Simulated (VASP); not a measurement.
# Al2O3 (P-6m2) in VASP: notebook, part 2 of 2

VASP 6.6.1. The steps go on from the part before.

## (4) Single point, PBEsol

This run uses another cell than the first one, of the same volume but with other edges.

Contents of INCAR:

```
  ALGO = Normal
  EDIFF = 1E-7
  ENCUT = 520
  GGA = PS
  ISIF = 2
  ISMEAR = 0
  LASPH = T
  LCHARG = F
  LREAL = F
  LWAVE = F
  NBANDS = 20
  NELM = 100
  PREC = Accurate
  SIGMA = 0.05
```

Contents of KPOINTS:

```
k-points
0
Gamma
  12 12 2
```

Contents of POSCAR:

```
Al2O3
1.0
    2.8843249500      0.0000000000      0.0000000000
   -1.4421624700      2.4978986800      0.0000000000
    0.0000000000      0.0000000000      9.3367544600
Al O
2 3
Direct
    0.0000000000      0.0000000000      0.1499923300
    0.0000000000      0.0000000000      0.8500076700
    0.3333333333      0.6666666667      0.2223169200
    0.6666666667      0.3333333333      0.0000000000
    0.3333333333      0.6666666667      0.7776830800
```

Potentials or basis: VASP PAW PBE potentials, release 64 (Al, O).

The run is started by

```
cat potpaw_PBE.64/Al/POTCAR potpaw_PBE.64/O/POTCAR > POTCAR
mpirun -np 1 vasp_std > vasp.out
```

OUTCAR:

```text
EDIFF = 1E-7
   ENCUT = 520
   GGA = PS
   ISIF = 2
   ISMEAR = 0
   LASPH = T
   LREAL = F
   NELM = 100
   PREC = Accurate

 ion  position               nearest neighbor table
   1  0.000  0.000  0.150-   3 1.80   3 1.80   3 1.80   4 2.18   4 2.18   4 2.18   2 2.80
   2  0.000  0.000  0.850-   5 1.80   5 1.80   5 1.80   4 2.18   4 2.18   4 2.18   1 2.80
   3  0.333  0.667  0.222-   1 1.80   1 1.80   1 1.80
   4  0.667  0.333  0.000-   1 2.18   2 2.18   1 2.18   2 2.18   1 2.18   2 2.18
   5  0.333  0.667  0.778-   2 1.80   2 1.80   2 1.80

  LATTYP: Found a hexagonal cell.
 ALAT       =     2.8843249500
 C/A-ratio  =     3.2370674670

  Lattice vectors:

 A1 = (   2.8843249500,   0.0000000000,   0.0000000000)
 A2 = (  -1.4421624700,   2.4978986800,   0.0000000000)
 A3 = (   0.0000000000,   0.0000000000,   9.3367544600)

Analysis of symmetry for initial positions (statically):
=====================================================================
 Subroutine PRICEL returns:
 Original cell was already a primitive cell.

 Routine SETGRP: Setting up the symmetry group for a
 hexagonal supercell.

 Subroutine GETGRP returns: Found 12 space group operations
 (whereof 12 operations were pure point group operations)
 out of a pool of 24 trial point group operations.

The static configuration has the point symmetry D_3h.

Analysis of symmetry for dynamics (positions and initial velocities):
=====================================================================
 Subroutine PRICEL returns:
 Original cell was already a primitive cell.

 Routine SETGRP: Setting up the symmetry group for a
 hexagonal supercell.

 Subroutine GETGRP returns: Found 12 space group operations
 (whereof 12 operations were pure point group operations)
 out of a pool of 24 trial point group operations.

The dynamic configuration has the point symmetry D_3h.

 Subroutine INISYM returns: Found 12 space group operations
 (whereof 12 operations are pure point group operations),
 and found     1 'primitive' translations

----------------------------------------------------------------------------------------

                                     Primitive cell

  volume of cell :      67.2690

  direct lattice vectors                    reciprocal lattice vectors
     2.884324950  0.000000000  0.000000000     0.346701574  0.200168246  0.000000000
    -1.442162470  2.497898680  0.000000000     0.000000000  0.400336494  0.000000000
     0.000000000  0.000000000  9.336754460     0.000000000  0.000000000  0.107103598

  length of vectors
     2.884324950  2.884324948  9.336754460     0.400336494  0.400336494  0.107103598

  position of ions in fractional coordinates (direct lattice)
     0.000000000  0.000000000  0.149992330
     0.000000000  0.000000000  0.850007670
     0.333333333  0.666666667  0.222316920
     0.666666667  0.333333333  0.000000000
     0.333333333  0.666666667  0.777683080

  ion indices of the primitive-cell ions
   primitive index   ion index
                 1           1
                 2           2
                 3           3
                 4           4
                 5           5

----------------------------------------------------------------------------------------

 KPOINTS: k-points

Automatic generation of k-mesh.
 Grid dimensions read from file:
 generate k-points for:   12   12    2

 Generating k-lattice:

  Cartesian coordinates                     Fractional coordinates (reciprocal lattice)
     0.028891798  0.016680687  0.000000000     0.083333333  0.000000000  0.000000000
     0.000000000  0.033361375  0.000000000     0.000000000  0.083333333  0.000000000
     0.000000000  0.000000000  0.053551799     0.000000000  0.000000000  0.500000000

  Length of vectors
     0.033361374  0.033361375  0.053551799

  Shift w.r.t. Gamma in fractional coordinates (k-lattice)
     0.000000000  0.000000000  0.000000000

 Subroutine IBZKPT returns following result:
 ===========================================

 Found     38 irreducible k-points:

 Following reciprocal coordinates:
            Coordinates               Weight
  0.000000  0.000000  0.000000      1.000000
  0.083333  0.000000  0.000000      6.000000
  0.166667 -0.000000  0.000000      6.000000
  0.250000  0.000000  0.000000      6.000000
  0.333333  0.000000  0.000000      6.000000
  0.416667  0.000000  0.000000      6.000000
[... 16 lines left out ...]
  0.250000  0.000000  0.500000      6.000000
  0.333333  0.000000  0.500000      6.000000
 [... further k-points ...]
   k-points           NKPTS =     38   k-points in BZ     NKDIM =     38   number of bands    NBANDS=     20
   number of dos      NEDOS =    301   number of ions     NIONS =      5
   total plane-waves  NPLWV =  40320
   dimension x,y,z NGX =    24 NGY =   24 NGZ =   70
   dimension x,y,z NGXF=    48 NGYF=   48 NGZF=  140
   ions per type =               2   3
   NGX,Y,Z   is equivalent  to a cutoff of  13.83, 13.83, 12.46 a.u.
   NGXF,Y,Z  is equivalent  to a cutoff of  27.67, 27.67, 24.93 a.u.
 SYSTEM =  unknown system
   PREC   = accura    normal or accurate (medium, high low for compatibility)
   ISTART =      0    job   : 0-new  1-cont  2-samecut
   ICHARG =      2    charge: 1-file 2-atom 10-const
   ISPIN  =      1    spin polarized calculation?
   LNONCOLLINEAR =      F non collinear calculations
   LSORBIT =      F    spin-orbit coupling
   LASPH  =      T    aspherical Exc in radial PAW
   ENCUT  =  520.0 eV  38.22 Ry    6.18 a.u.   5.36  5.36 17.36*2*pi/ulx,y,z
   NELM   =    100;   NELMIN=  2; NELMDL= -5     # of ELM steps
   EDIFF  = 0.1E-06   stopping-criterion for ELM
   LREAL  =      F    real-space projection
   EDIFFG = 0.1E-05   stopping-criterion for IOM
   NSW    =      0    number of steps for IOM
   IBRION =     -1    ionic relax: 0-MD 1-quasi-New 2-CG
   NFREE  =      0    steps in history (QN), initial steepest desc. (CG)
   ISIF   =      2    stress and relaxation
   ISYM   =      2    0-nonsym 1-usesym 2-fastsym
   POTIM  = 0.5000    time-step for ionic-motion
   TEBEG  =    0.0;   TEEND  =   0.0 temperature during run
   PSTRESS=    0.0 pullay stress
   NELECT =      24.0000    total number of electrons
   NUPDOWN=      -1.0000    fix difference up-down
   EMIN   =  10.00;   EMAX   =-10.00  energy-range for DOS
   EFERMI =   0.00;   METHOD = LEGACY
   ISMEAR =     0;   SIGMA  =   0.05  broadening in eV -4-tet -1-fermi 0-gaus
   EFERMI_NEDOS =   21; number of points for ismear=-14 and -15
   IALGO  =     38    algorithm
   IMIX   =      4    mixing-type and parameters
     AMIX     =   0.40;   BMIX     =  1.00
     AMIX_MAG =   1.60;   BMIX_MAG =  1.00
  volume/ion in A,a.u.               =      13.45        90.79
  Fermi-wavevector in a.u.,A,eV,Ry     =   1.161111  2.194181 18.343074  1.348178
  Thomas-Fermi vector in A             =   2.297686
   LORBIT       =      0    0 simple, 1 ext, 2 COOP (PROOUT), +10 PAW based schemes
   GGA     = PS    functional components
   LHFCALC =     F    Hartree Fock is set to
   AEXX    =    0.0000 exact exchange contribution
   IVDW    =     0    specifies the selected vdW correction
   LEPSILON=     F    determine dielectric tensor
   LRPA    =     F    only Hartree local field effects (RPA)
 non-spin polarized calculation
 Gauss-broadening in eV      SIGMA  =   0.05
  energy-cutoff  :      520.00
  volume of cell :       67.27
 maximum number of plane-waves:      1846
 NGX is ok and might be reduce to    24

 number of electron      23.9999983 magnetization

 Free energy of the ion-electron system (eV)
  ---------------------------------------------------
  ext. energy  EPLUGINS =         0.00000000
  ---------------------------------------------------
  free energy    TOTEN  =       -38.13130976 eV

  energy without entropy =      -38.13130976  energy(sigma->0) =      -38.13130976

 E-fermi :   1.0473     XC(G=0):  -8.6150

 val. band max:        0.8007738541   @ k =   0.1667  -0.0000   0.0000
 cond. band min:       5.5434197016   @ k =   0.0000   0.0000   0.0000
 fundamental gap:      4.7426458475
 Fermi energy:         1.0473063082

 k-point     1 :       0.0000    0.0000    0.0000
  band No.  band energies     occupation
      1     -17.8478      2.00000
      2     -16.8126      2.00000
      3     -15.6089      2.00000
      4      -4.1998      2.00000
      5      -1.3276      2.00000
      6      -0.6826      2.00000
[... 12 lines left out ...]
     19      15.5532      0.00000
[... 513 lines left out ...]
      4      -4.4627      2.00000
      5      -4.2566      2.00000
      6      -2.9568      2.00000
[... 12 lines left out ...]
     19      13.5630      0.00000
     20      14.9119      0.00000

 [... further k-points ...]
[... 5 lines left out ...]
  --------------------------------------------------------------------------------------
  -------------------------------------------------------------------------------------
  Total       -1.2765248     -1.2765248     -0.9145478     -0.0000000      0.0000000      0.0000000
  in kB      -30.4035930    -30.4035930    -21.7822147     -0.0000001      0.0000000      0.0000000
  external PRESSURE =     -27.5298002 kB  Pullay stress =       0.0000000 kB

 VOLUME and BASIS-vectors are now :
 -----------------------------------------------------------------------------
  energy-cutoff  :      520.00
  volume of cell :       67.27
      direct lattice vectors                 reciprocal lattice vectors
     2.884324950  0.000000000  0.000000000     0.346701574  0.200168246  0.000000000
    -1.442162470  2.497898680  0.000000000     0.000000000  0.400336494  0.000000000
     0.000000000  0.000000000  9.336754460     0.000000000  0.000000000  0.107103598

 POSITION                                       TOTAL-FORCE (eV/Angst)
 -----------------------------------------------------------------------------------
      0.00000      0.00000      1.40044         0.000000     -0.000000     -0.086391
      0.00000      0.00000      7.93631         0.000000      0.000000      0.086391
      0.00000      1.66527      2.07572        -0.000000     -0.000000     -0.143151
      1.44216      0.83263      0.00000         0.000000     -0.000000     -0.000000
      0.00000      1.66527      7.26104        -0.000000      0.000000      0.143151
 -----------------------------------------------------------------------------------
    total drift:                                0.000001     -0.000000      0.000000

  FREE ENERGIE OF THE ION-ELECTRON SYSTEM (eV)
  ---------------------------------------------------
  free  energy   TOTEN  =       -38.1313097552 eV

  energy  without entropy=      -38.1313097552  energy(sigma->0) =      -38.13130976
```

It took 76 s on 1 thread of Intel Xeon 8259CL, shared host; peak memory 0.2 GiB.

What came out:

```
Free energy            : -38.1313 eV
Pressure               : -2.8 GPa
Largest force          : 0.143 eV/Å
Band gap on the k mesh : 4.74 eV, indirect (least direct gap 4.98 eV)
```

Forces on the atoms (eV/Å):
```
Al   0.000  0.000 -0.086
Al   0.000  0.000  0.086
O    0.000  0.000 -0.143
O    0.000  0.000  0.000
O    0.000  0.000  0.143
```

Caveat: the PAW data sets were made with another functional, which shifts forces and pressure a little. As with any semilocal functional, this PBEsol gap is likely too small.

## (5) Single point, PBEsol

This run uses another cell than the first one, of the same volume but with other edges.

Contents of INCAR:

```
ALGO = Normal
EDIFF = 1E-6
ENCUT = 520
GGA = PS
ISIF = 2
ISMEAR = 0
LASPH = T
LCHARG = F
LREAL = F
LWAVE = F
NBANDS = 20
NELM = 100
PREC = Accurate
SIGMA = 0.05
```

KPOINTS is that of step 4.

Edit POSCAR of step 4 so:

```diff
@@ -2,5 +2,5 @@
 1.0
-    2.8843249500      0.0000000000      0.0000000000
-   -1.4421624700      2.4978986800      0.0000000000
-    0.0000000000      0.0000000000      9.3367544600
+    2.9564330737      0.0000000000      0.0000000000
+   -1.4782165317      2.5603461470      0.0000000000
+    0.0000000000      0.0000000000      8.8868573087
 Al O
```

The run is started by

```
cat potpaw_PBE.64/Al/POTCAR potpaw_PBE.64/O/POTCAR > POTCAR
mpirun -np 1 vasp_std > vasp.out
```

It took 69 s on 1 thread of Intel Xeon 8259CL, shared host; peak memory 0.2 GiB.

The run converged. Its results:

```
Free energy            : -37.9362 eV
Pressure               : -6.0 GPa
Largest force          : 0.996 eV/Å
Band gap on the k mesh : 4.01 eV, indirect (least direct gap 4.25 eV)
```

Forces in eV/Å, atoms in the order of the input:
```
Al   0.000  0.000  0.996
Al   0.000  0.000 -0.996
O    0.000  0.000 -0.038
O    0.000  0.000  0.000
O    0.000  0.000  0.038
```

Stress tensor (GPa, compression positive):
```
-11.90   0.00   0.00
  0.00 -11.90   0.00
  0.00   0.00   5.78
```

Levels at points of the mesh, in eV from the valence-band top:
| k point | band 10 | band 11 | band 12 | band 13 | band 14 | band 15 |
| --- | --- | --- | --- | --- | --- | --- |
| (0.00, 0.00, 0.00) | -0.99 | -0.99 | -0.24 | 4.01 | 6.79 | 7.28 |
| (0.50, 0.00, 0.00) | -1.25 | -0.81 | -0.59 | 6.82 | 8.66 | 8.73 |
| (0.00, 0.00, 0.50) | -0.99 | -0.99 | -0.31 | 4.13 | 6.58 | 7.20 |
| (0.50, 0.00, 0.50) | -1.25 | -0.82 | -0.57 | 6.83 | 8.59 | 8.84 |

Caveat: the PAW data sets were made with another functional, which shifts forces and pressure a little.

## (6) Single point, PBEsol

This run uses another cell than the first one, of the same volume but with other edges.

Contents of INCAR:

```
SYSTEM = Al2O3
PREC     = Accurate       ! precision mode
ENCUT    = 520            ! plane-wave cutoff, eV
EDIFF    = 1E-6           ! SCF threshold, eV
ISMEAR   = 0              ! smearing method
SIGMA    = 0.05           ! smearing width, eV
LREAL    = .FALSE.        ! projectors in reciprocal space
LASPH    = .TRUE.         ! aspherical terms in the spheres
NELM     = 80             ! most SCF steps
ALGO     = Normal         ! electronic algorithm
ISIF     = 2              ! what is computed and relaxed
LWAVE    = .FALSE.        ! write WAVECAR
LCHARG   = .FALSE.        ! write CHGCAR
GGA      = PS             ! functional
NBANDS   = 20             ! bands
```

Contents of KPOINTS:

```
Automatic mesh
0
G
  12 12 2
  0 0 0
```

Edit POSCAR of step 5 so:

```diff
@@ -2,5 +2,5 @@
 1.0
-    2.9564330737      0.0000000000      0.0000000000
-   -1.4782165317      2.5603461470      0.0000000000
-    0.0000000000      0.0000000000      8.8868573087
+    3.0285411975      0.0000000000      0.0000000000
+   -1.5142705935      2.6227936140      0.0000000000
+    0.0000000000      0.0000000000      8.4687115283
 Al O
```

Potentials or basis: VASP PAW PBE potentials, release 64 (Al, O).

The run is started by

```
cat potpaw_PBE.64/Al/POTCAR potpaw_PBE.64/O/POTCAR > POTCAR
mpirun -np 1 vasp_std > vasp.out
```

It took 68 s on 1 thread of Intel Xeon 8259CL, shared host; peak memory 0.2 GiB.

It converged, with:

- Free energy: -37.4254 eV
- Pressure: -8.6 GPa
- Largest force: 2.095 eV/Å
- Band gap on the k mesh: 3.23 eV, indirect (least direct gap 3.50 eV)

Forces on the atoms (eV/Å):
```
Al   0.000  0.000  2.095
Al   0.000  0.000 -2.095
O    0.000  0.000  0.066
O    0.000  0.000  0.000
O    0.000  0.000 -0.066
```

Stress tensor (GPa, compression positive):
```
-19.47   0.00   0.00
  0.00 -19.47   0.00
  0.00   0.00  13.10
```

Levels at points of the mesh, in eV from the valence-band top:
```csv
k point,band 8,band 9,band 10,band 11,band 12,band 13,band 14,band 15,band 16,band 17
"(0.00, 0.00, 0.00)",-1.61,-1.61,-1.28,-1.28,-0.27,3.23,6.24,6.81,8.88,12.43
"(0.50, 0.00, 0.00)",-2.25,-2.15,-1.38,-0.79,-0.63,5.95,8.45,8.46,10.70,11.07
"(0.00, 0.00, 0.50)",-1.61,-1.61,-1.28,-1.28,-0.38,3.37,6.10,6.66,9.30,12.43
"(0.50, 0.00, 0.50)",-2.25,-2.16,-1.38,-0.81,-0.60,5.96,8.33,8.65,10.10,11.88
```

Caveat: the PAW data sets were made with another functional, which shifts forces and pressure a little. A k mesh can miss the band edges.

## (7) Overview

| cell | gap on the mesh (eV) | pressure (GPa) | largest force (eV/Å) |
| --- | --- | --- | --- |
| a = 2.740, b = 2.740, c = 10.345 Å, angles 90.0, 90.0, 120.0°, 5 atoms | 4.55 | 5.9 | 2.19 |
| a = 2.812, b = 2.812, c = 9.822 Å, angles 90.0, 90.0, 120.0°, 5 atoms | 5.14 | 1.2 | 1.16 |
| a = 2.884, b = 2.884, c = 9.337 Å, angles 90.0, 90.0, 120.0°, 5 atoms | 4.74 | -2.8 | 0.14 |
| a = 2.956, b = 2.956, c = 8.887 Å, angles 90.0, 90.0, 120.0°, 5 atoms | 4.01 | -6.0 | 1.00 |
| a = 3.029, b = 3.029, c = 8.469 Å, angles 90.0, 90.0, 120.0°, 5 atoms | 3.23 | -8.6 | 2.09 |

Alike in all rows: task single point; level PBEsol; potentials or basis VASP PAW PBE potentials, release 64 (Al, O); no spin polarisation; k mesh 12 × 12 × 2; cutoff (eV) 520; smearing gaussian 0.05 eV.

Caveats: the PAW data sets were made with another functional, which shifts forces and pressure a little.

Absolute energies hang on the potentials; compare differences alone.
